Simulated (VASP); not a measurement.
A run of VASP 6.6.1 is set up as follows.

Contents of INCAR:

```
SYSTEM = YN
ALGO = Normal ; EDIFF = 1E-8
ENCUT = 520 ; GGA = CA
GGA_COMPAT = .FALSE. ; ISIF = 2
ISMEAR = -1 ; LASPH = .TRUE.
LCHARG = .FALSE. ; LEFG = .TRUE.
LREAL = .FALSE. ; LWAVE = .FALSE.
NBANDS = 15 ; NELM = 120
PREC = Accurate ; SIGMA = 0.03
```

Contents of KPOINTS:

```
k-points
0
G
  9 9 9
  0 0 0
```

POSCAR

```
YN
1.0
    0.0000000000      2.4466013884      2.4466013884
    2.4466013884      0.0000000000      2.4466013884
    2.4466013884      2.4466013884      0.0000000000
Y N
1 1
Direct
    0.0000000000      0.0000000000      0.0000000000
    0.5000000000      0.5000000000      0.5000000000
```

Potentials or basis: VASP PAW LDA potentials, release 64 (Y_sv, N).

The run is started by

```console
$ cat potpaw_LDA.64/Y_sv/POTCAR potpaw_LDA.64/N/POTCAR > POTCAR
$ mpirun -np 1 vasp_std > vasp.out
```

Problem. Predict the band gap on the k mesh.

Solution. 0.15 eV (least direct gap 0.56 eV).

Problem. Predict the pressure.

Solution. -7.3 GPa.

Caveat: the cell stands under tension; an odd mesh through Γ misses points on the zone boundary, where band edges can lie.
